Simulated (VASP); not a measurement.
# Zn (P6_3/mmc) in VASP: a series of runs

The runs below take Zn through single point, with PBE.

All numbers are computed with VASP 6.6.1; they aren't measurements. Logs are shortened: lines on timing, memory, paths and dates and some standing lists are left out, and cuts for length are marked.

**1. The cell of the first run**

The structure is hexagonal, space group P6_3/mmc (No. 194). The conventional cell has a = 2.656 Å, b = 2.656 Å, c = 4.962 Å, α = 90.00°, β = 90.00°, γ = 120.00°. Zn (site symmetry -6m2) has 12 Zn at 2.66 to 2.92 Å within 3.5 Å.

**2. Single point, PBE**

File INCAR:

```
PREC = Accurate
ENCUT = 520
EDIFF = 1E-6
ISMEAR = 0
SIGMA = 0.01
LREAL = F
LASPH = T
NELM = 80
ALGO = Normal
ISIF = 2
LWAVE = F
LCHARG = F
GGA = PE
NBANDS = 19
```

File KPOINTS:

```
regular mesh
0
Gamma
  14 14 7
```

File POSCAR:

```
Zn
1.0
    2.6556370042      0.0000000000      0.0000000000
   -1.3278185021      2.2998491089      0.0000000000
    0.0000000000      0.0000000000      4.9624616040
Zn
2
Direct
    0.3333333333      0.6666666667      0.2500000000
    0.6666666667      0.3333333333      0.7500000000
```

Potentials or basis: VASP PAW PBE potentials, release 64 (Zn).

Started as:

```console
$ cat potpaw_PBE.64/Zn/POTCAR > POTCAR
$ mpirun -np 1 vasp_std > vasp.out
```

OUTCAR:

```text
PREC = Accurate
   ENCUT = 520
   EDIFF = 1E-6
   ISMEAR = 0
   LREAL = F
   LASPH = T
   NELM = 80
   ISIF = 2
   GGA = PE

 ion  position               nearest neighbor table
   1  0.333  0.667  0.250-   2 2.92   2 2.92   2 2.92   2 2.92   2 2.92   2 2.92
   2  0.667  0.333  0.750-   1 2.92   1 2.92   1 2.92   1 2.92   1 2.92   1 2.92

  LATTYP: Found a hexagonal cell.
 ALAT       =     2.6556370042
 C/A-ratio  =     1.8686520771

  Lattice vectors:

 A1 = (   2.6556370042,   0.0000000000,   0.0000000000)
 A2 = (  -1.3278185021,   2.2998491089,   0.0000000000)
 A3 = (   0.0000000000,   0.0000000000,   4.9624616040)

Analysis of symmetry for initial positions (statically):
=====================================================================
 Subroutine PRICEL returns:
 Original cell was already a primitive cell.

 Routine SETGRP: Setting up the symmetry group for a
 hexagonal supercell.

 Subroutine GETGRP returns: Found 24 space group operations
 (whereof 12 operations were pure point group operations)
 out of a pool of 24 trial point group operations.

The static configuration has the point symmetry D_3d.
 The point group associated with its full space group is D_6h.

Analysis of symmetry for dynamics (positions and initial velocities):
=====================================================================
 Subroutine PRICEL returns:
 Original cell was already a primitive cell.

 Routine SETGRP: Setting up the symmetry group for a
 hexagonal supercell.

 Subroutine GETGRP returns: Found 24 space group operations
 (whereof 12 operations were pure point group operations)
 out of a pool of 24 trial point group operations.

The dynamic configuration has the point symmetry D_3d.
 The point group associated with its full space group is D_6h.

 Subroutine INISYM returns: Found 24 space group operations
 (whereof 12 operations are pure point group operations),
 and found     1 'primitive' translations

----------------------------------------------------------------------------------------

                                     Primitive cell

  volume of cell :      30.3086

  direct lattice vectors                    reciprocal lattice vectors
     2.655637004  0.000000000  0.000000000     0.376557488  0.217405567  0.000000000
    -1.327818502  2.299849109  0.000000000     0.000000000  0.434811134  0.000000000
     0.000000000  0.000000000  4.962461604     0.000000000  0.000000000  0.201512894

  length of vectors
     2.655637004  2.655637004  4.962461604     0.434811134  0.434811134  0.201512894

  position of ions in fractional coordinates (direct lattice)
     0.333333333  0.666666667  0.250000000
     0.666666667  0.333333333  0.750000000

  ion indices of the primitive-cell ions
   primitive index   ion index
                 1           1
                 2           2

----------------------------------------------------------------------------------------

 KPOINTS: regular mesh

Automatic generation of k-mesh.
 Grid dimensions read from file:
 generate k-points for:   14   14    7

 Generating k-lattice:

  Cartesian coordinates                     Fractional coordinates (reciprocal lattice)
     0.026896963  0.015528969  0.000000000     0.071428571  0.000000000  0.000000000
     0.000000000  0.031057938  0.000000000     0.000000000  0.071428571  0.000000000
     0.000000000  0.000000000  0.028787556     0.000000000  0.000000000  0.142857143

  Length of vectors
     0.031057938  0.031057938  0.028787556

  Shift w.r.t. Gamma in fractional coordinates (k-lattice)
     0.000000000  0.000000000  0.000000000

 Subroutine IBZKPT returns following result:
 ===========================================

 Found     96 irreducible k-points:

 Following reciprocal coordinates:
            Coordinates               Weight
  0.000000  0.000000  0.000000      1.000000
  0.071429  0.000000  0.000000      6.000000
  0.142857  0.000000  0.000000      6.000000
  0.214286 -0.000000  0.000000      6.000000
  0.285714  0.000000  0.000000      6.000000
  0.357143  0.000000  0.000000      6.000000
[... 16 lines left out ...]
  0.285714  0.285714  0.000000      6.000000
  0.357143  0.285714  0.000000      6.000000
 [... further k-points ...]
   k-points           NKPTS =     96   k-points in BZ     NKDIM =     96   number of bands    NBANDS=     19
   number of dos      NEDOS =    301   number of ions     NIONS =      2
   total plane-waves  NPLWV =  16000
   dimension x,y,z NGX =    20 NGY =   20 NGZ =   40
   dimension x,y,z NGXF=    40 NGYF=   40 NGZF=   80
   ions per type =               2
   NGX,Y,Z   is equivalent  to a cutoff of  12.52, 12.52, 13.40 a.u.
   NGXF,Y,Z  is equivalent  to a cutoff of  25.04, 25.04, 26.80 a.u.
 SYSTEM =  unknown system
   PREC   = accura    normal or accurate (medium, high low for compatibility)
   ISTART =      0    job   : 0-new  1-cont  2-samecut
   ICHARG =      2    charge: 1-file 2-atom 10-const
   ISPIN  =      1    spin polarized calculation?
   LNONCOLLINEAR =      F non collinear calculations
   LSORBIT =      F    spin-orbit coupling
   LASPH  =      T    aspherical Exc in radial PAW
   ENCUT  =  520.0 eV  38.22 Ry    6.18 a.u.   4.94  4.94  9.23*2*pi/ulx,y,z
   NELM   =     80;   NELMIN=  2; NELMDL= -5     # of ELM steps
   EDIFF  = 0.1E-05   stopping-criterion for ELM
   LREAL  =      F    real-space projection
   EDIFFG = 0.1E-04   stopping-criterion for IOM
   NSW    =      0    number of steps for IOM
   IBRION =     -1    ionic relax: 0-MD 1-quasi-New 2-CG
   NFREE  =      0    steps in history (QN), initial steepest desc. (CG)
   ISIF   =      2    stress and relaxation
   ISYM   =      2    0-nonsym 1-usesym 2-fastsym
   POTIM  = 0.5000    time-step for ionic-motion
   TEBEG  =    0.0;   TEEND  =   0.0 temperature during run
   PSTRESS=    0.0 pullay stress
   NELECT =      24.0000    total number of electrons
   NUPDOWN=      -1.0000    fix difference up-down
   EMIN   =  10.00;   EMAX   =-10.00  energy-range for DOS
   EFERMI =   0.00;   METHOD = LEGACY
   ISMEAR =     0;   SIGMA  =   0.01  broadening in eV -4-tet -1-fermi 0-gaus
   EFERMI_NEDOS =   21; number of points for ismear=-14 and -15
   IALGO  =     38    algorithm
   IMIX   =      4    mixing-type and parameters
     AMIX     =   0.40;   BMIX     =  1.00
     AMIX_MAG =   1.60;   BMIX_MAG =  1.00
  volume/ion in A,a.u.               =      15.15       102.27
  Fermi-wavevector in a.u.,A,eV,Ry     =   1.514573  2.862128 31.210826  2.293931
  Thomas-Fermi vector in A             =   2.624212
   LORBIT       =      0    0 simple, 1 ext, 2 COOP (PROOUT), +10 PAW based schemes
   GGA     = PE    functional components
   LHFCALC =     F    Hartree Fock is set to
   AEXX    =    0.0000 exact exchange contribution
   IVDW    =     0    specifies the selected vdW correction
   LEPSILON=     F    determine dielectric tensor
   LRPA    =     F    only Hartree local field effects (RPA)
 non-spin polarized calculation
 Gauss-broadening in eV      SIGMA  =   0.01
  energy-cutoff  :      520.00
  volume of cell :       30.31
 maximum number of plane-waves:       837
 NGX is ok and might be reduce to    20
   NGX =  9   NGY =  9   NGZ = 19

 number of electron      24.0000020 magnetization

 Free energy of the ion-electron system (eV)
  ---------------------------------------------------
  ext. energy  EPLUGINS =         0.00000000
  ---------------------------------------------------
  free energy    TOTEN  =        -2.20329709 eV

  energy without entropy =       -2.20312426  energy(sigma->0) =       -2.20321068

 E-fermi :   3.0590     XC(G=0): -11.5701

 val. band max:        3.0587021850   @ k =   0.3571   0.1429   0.1429
 cond. band min:       3.0608824091   @ k =   0.2143   0.2143   0.0000
 fundamental gap:      0.0021802240
 Fermi energy:         3.0590241075

 k-point     1 :       0.0000    0.0000    0.0000
  band No.  band energies     occupation
      1      -7.2955      2.00000
      2      -5.5027      2.00000
      3      -4.7985      2.00000
      4      -4.5602      2.00000
      5      -4.5602      2.00000
      6      -4.5115      2.00000
[... 11 lines left out ...]
     18      22.3798      0.00000
     19      22.3815      0.00000

 k-point     2 :       0.0714    0.0000    0.0000
  band No.  band energies     occupation
      1      -7.1430      2.00000
      2      -5.4358      2.00000
      3      -4.7826      2.00000
      4      -4.5753      2.00000
      5      -4.5278      2.00000
      6      -4.5242      2.00000
[... 11 lines left out ...]
     18      21.2624      0.00000
     19      23.5210      0.00000

 k-point     3 :       0.1429    0.0000    0.0000
  band No.  band energies     occupation
      1      -6.6962      2.00000
      2      -5.2669      2.00000
      3      -4.7532      2.00000
      4      -4.6072      2.00000
      5      -4.5427      2.00000
      6      -4.4219      2.00000
[... 11 lines left out ...]
     18      20.0298      0.00000
     19      21.4690      0.00000

 k-point     4 :       0.2143   -0.0000    0.0000
  band No.  band energies     occupation
      1      -6.0142      2.00000
      2      -5.1136      2.00000
      3      -4.7144      2.00000
      4      -4.6331      2.00000
      5      -4.5707      2.00000
      6      -4.4348      2.00000
[... 11 lines left out ...]
     18      19.0191      0.00000
     19      19.0742      0.00000

 k-point     5 :       0.2857    0.0000    0.0000
  band No.  band energies     occupation
      1      -5.3931      2.00000
      2      -5.1110      2.00000
      3      -4.7778      2.00000
      4      -4.6218      2.00000
      5      -4.4853      2.00000
      6      -4.4067      2.00000
[... 11 lines left out ...]
     18      18.3723      0.00000
     19      19.6161      0.00000
[... 334 lines left out ...]
      2      -4.9296      2.00000
      3      -4.8484      2.00000
      4      -4.5856      2.00000
      5      -4.4963      2.00000
      6      -4.4390      2.00000
[... 11 lines left out ...]
     18      12.9501      0.00000
     19      14.4711      0.00000

 k-point    22 :       0.3571    0.2143    0.0000
  band No.  band energies     occupation
      1      -4.9752      2.00000
      2      -4.9527      2.00000
      3      -4.8635      2.00000
      4      -4.5692      2.00000
      5      -4.5082      2.00000
      6      -4.4147      2.00000
[... 11 lines left out ...]
     18      12.6346      0.00000
     19      14.1373      0.00000

 k-point    23 :       0.2857    0.2857    0.0000
  band No.  band energies     occupation
      1      -4.9229      2.00000
      2      -4.8353      2.00000
      3      -4.7753      2.00000
      4      -4.5947      2.00000
      5      -4.5306      2.00000
      6      -4.5050      2.00000
[... 11 lines left out ...]
     18      11.0116      0.00000
     19      12.7805      0.00000

 k-point    24 :       0.3571    0.2857    0.0000
  band No.  band energies     occupation
      1      -4.9159      2.00000
      2      -4.8006      2.00000
      3      -4.7380      2.00000
      4      -4.5716      2.00000
      5      -4.5695      2.00000
      6      -4.5605      2.00000
[... 11 lines left out ...]
     18      10.3653      0.00000
     19      12.3256      0.00000

 [... further k-points ...]

------------------------ aborting loop because EDIFF is reached ----------------------------------------

  FORCE on cell =-STRESS in cart. coord.  units (eV):
  Direction    XX          YY          ZZ          XY          YZ          ZX
  --------------------------------------------------------------------------------------
  -------------------------------------------------------------------------------------
  Total        0.2350849      0.2350849     -0.2231030      0.0000000      0.0000000      0.0000000
  in kB       12.4271077     12.4271077    -11.7937177      0.0000000      0.0000000      0.0000000
  external PRESSURE =       4.3534992 kB  Pullay stress =       0.0000000 kB

 VOLUME and BASIS-vectors are now :
 -----------------------------------------------------------------------------
  energy-cutoff  :      520.00
  volume of cell :       30.31
      direct lattice vectors                 reciprocal lattice vectors
     2.655637004  0.000000000  0.000000000     0.376557488  0.217405567  0.000000000
    -1.327818502  2.299849109  0.000000000     0.000000000  0.434811134  0.000000000
     0.000000000  0.000000000  4.962461604     0.000000000  0.000000000  0.201512894

 POSITION                                       TOTAL-FORCE (eV/Angst)
 -----------------------------------------------------------------------------------
     -0.00000      1.53323      1.24062         0.000000     -0.000000      0.000000
      1.32782      0.76662      3.72185        -0.000000      0.000000      0.000000
 -----------------------------------------------------------------------------------
    total drift:                               -0.000000      0.000000      0.000000

  FREE ENERGIE OF THE ION-ELECTRON SYSTEM (eV)
  ---------------------------------------------------
  free  energy   TOTEN  =        -2.2032970912 eV

  energy  without entropy=       -2.2031242644  energy(sigma->0) =       -2.20321068
```

It took 28 s on 1 thread of Intel Xeon Platinum 8488C (Sapphire Rapids), shared host; peak memory 0.17 GiB.

What came out:

```
Free energy            : -2.2033 eV
Pressure               : 0.4 GPa
Band gap on the k mesh : zero (band 12 reaches 4.59 eV, above the bottom of band 13 at 0.02 eV)
```

Stress tensor (GPa, compression positive):
```
 1.24  0.00  0.00
 0.00  1.24  0.00
 0.00  0.00 -1.18
```

**3. Single point, PBE**

File INCAR:

```
ALGO = Normal
EDIFF = 1E-7
ENCUT = 520
GGA = PE
ISIF = 2
ISMEAR = 0
LASPH = T
LCHARG = F
LREAL = F
LWAVE = F
NBANDS = 19
NELM = 80
PREC = Accurate
SIGMA = 0.03
```

File KPOINTS:

```
k-points
0
Gamma
  14 14 7
```

POSCAR is that of step 2.

Potentials or basis: VASP PAW PBE potentials, release 64 (Zn).

Started as:

```console
$ cat potpaw_PBE.64/Zn/POTCAR > POTCAR
$ mpirun -np 1 vasp_std > vasp.out
```

OUTCAR:

```text
EDIFF = 1E-7
   ENCUT = 520
   GGA = PE
   ISIF = 2
   ISMEAR = 0
   LASPH = T
   LREAL = F
   NELM = 80
   PREC = Accurate

 ion  position               nearest neighbor table
   1  0.333  0.667  0.250-   2 2.92   2 2.92   2 2.92   2 2.92   2 2.92   2 2.92
   2  0.667  0.333  0.750-   1 2.92   1 2.92   1 2.92   1 2.92   1 2.92   1 2.92

  LATTYP: Found a hexagonal cell.
 ALAT       =     2.6556370042
 C/A-ratio  =     1.8686520771

  Lattice vectors:

 A1 = (   2.6556370042,   0.0000000000,   0.0000000000)
 A2 = (  -1.3278185021,   2.2998491089,   0.0000000000)
 A3 = (   0.0000000000,   0.0000000000,   4.9624616040)

Analysis of symmetry for initial positions (statically):
=====================================================================
 Subroutine PRICEL returns:
 Original cell was already a primitive cell.

 Routine SETGRP: Setting up the symmetry group for a
 hexagonal supercell.

 Subroutine GETGRP returns: Found 24 space group operations
 (whereof 12 operations were pure point group operations)
 out of a pool of 24 trial point group operations.
[... 155 lines left out ...]

 number of electron      24.0000020 magnetization

 Free energy of the ion-electron system (eV)
  ---------------------------------------------------
  ext. energy  EPLUGINS =         0.00000000
  ---------------------------------------------------
  free energy    TOTEN  =        -2.20370162 eV

  energy without entropy =       -2.20299815  energy(sigma->0) =       -2.20334988

 E-fermi :   3.0635     XC(G=0): -11.5700

 val. band max:        3.0610359461   @ k =   0.2143   0.2143   0.0000
 cond. band min:       3.1412105691   @ k =   0.2857   0.1429   0.0000
 fundamental gap:      0.0801746230
 Fermi energy:         3.0634608123

 k-point     1 :       0.0000    0.0000    0.0000
  band No.  band energies     occupation
      1      -7.2954      2.00000
      2      -5.5025      2.00000
      3      -4.7985      2.00000
      4      -4.5600      2.00000
      5      -4.5600      2.00000
      6      -4.5113      2.00000
[... 505 lines left out ...]
      6      -4.5604      2.00000
[... 11 lines left out ...]
     18      10.3655      0.00000
     19      12.3255      0.00000

 [... further k-points ...]
[... 5 lines left out ...]
  --------------------------------------------------------------------------------------
  -------------------------------------------------------------------------------------
  Total        0.2246436      0.2246436     -0.2182648      0.0000000     -0.0000000      0.0000000
  in kB       11.8751611     11.8751611    -11.5379588      0.0000000     -0.0000000      0.0000000
  external PRESSURE =       4.0707878 kB  Pullay stress =       0.0000000 kB

 VOLUME and BASIS-vectors are now :
 -----------------------------------------------------------------------------
  energy-cutoff  :      520.00
  volume of cell :       30.31
      direct lattice vectors                 reciprocal lattice vectors
     2.655637004  0.000000000  0.000000000     0.376557488  0.217405567  0.000000000
    -1.327818502  2.299849109  0.000000000     0.000000000  0.434811134  0.000000000
     0.000000000  0.000000000  4.962461604     0.000000000  0.000000000  0.201512894

 POSITION                                       TOTAL-FORCE (eV/Angst)
 -----------------------------------------------------------------------------------
     -0.00000      1.53323      1.24062        -0.000000      0.000000     -0.000000
      1.32782      0.76662      3.72185         0.000000     -0.000000      0.000000
 -----------------------------------------------------------------------------------
    total drift:                               -0.000000      0.000000      0.000000

  FREE ENERGIE OF THE ION-ELECTRON SYSTEM (eV)
  ---------------------------------------------------
  free  energy   TOTEN  =        -2.2037016192 eV

  energy  without entropy=       -2.2029981500  energy(sigma->0) =       -2.20334988
```

Run time: 33 s. Hardware: 1 thread of Intel Xeon Platinum 8488C (Sapphire Rapids), shared host; peak memory 0.17 GiB.

Results:

```
Free energy            : -2.2037 eV
Pressure               : 0.4 GPa
Band gap on the k mesh : zero (band 12 reaches 4.59 eV, above the bottom of band 13 at 0.02 eV)
```

Stress tensor (GPa, compression positive):
```
 1.19  0.00  0.00
 0.00  1.19  0.00
 0.00  0.00 -1.15
```

Levels at points of the mesh, in eV from the Fermi level:
| k point | band 9 | band 10 | band 11 | band 12 | band 13 | band 14 | band 15 | band 16 |
| --- | --- | --- | --- | --- | --- | --- | --- | --- |
| (0.00, 0.00, 0.00) | -7.24 | -7.03 | -7.03 | -3.61 | -3.04 | 13.51 | 17.18 | 17.68 |
| (0.50, 0.00, 0.00) | -6.85 | -6.83 | -2.76 | -2.06 | 2.66 | 3.62 | 4.15 | 5.78 |
